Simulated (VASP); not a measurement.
# W: single point with RPBE

Crystal: W.

```
W
1.0
     0.00000    2.93381    2.93381
     2.93381    0.00000    2.93381
     2.93381    2.93381    0.00000
W
2
Direct
  0.12500 0.12500 0.12500
  0.87500 0.87500 0.87500
```

This isn't the form of W at room conditions, which is bcc.

```
Program             : VASP 6.6.1
Task                : single point
Functional          : RPBE
Potentials or basis : VASP PAW PBE potentials, release 64 (W_sv)
Cutoff              : 520 eV
k mesh              : 10 × 10 × 10
Occupations         : fermi-dirac, width 0.1 eV
Spin                : no spin polarisation
```

```yaml
Pressure: 0.4 GPa
Band_gap_on_the_k_mesh: zero (bands 14 and 15 overlap by 0.91 eV)
```

Levels at points of the mesh, in eV from the Fermi level:
```
           k point  band 12  band 13  band 14  band 15  band 16  band 17
(0.00, 0.00, 0.00)    -1.06    -1.06    -1.06     1.53     1.53     1.53
(0.50, 0.00, 0.00)    -1.56    -1.20    -1.20    -0.45     2.63     2.63
(0.50, 0.50, 0.00)    -1.33    -1.11    -1.11     1.10     1.10     4.53
```

It took 45 s on 1 thread of Intel Xeon 8259CL (shared host), peak memory 0.19 GiB.

Caveat: the PAW data sets were made with another functional, which shifts forces and pressure a little; spin-orbit coupling is left out, which moves the levels of the heavy elements.
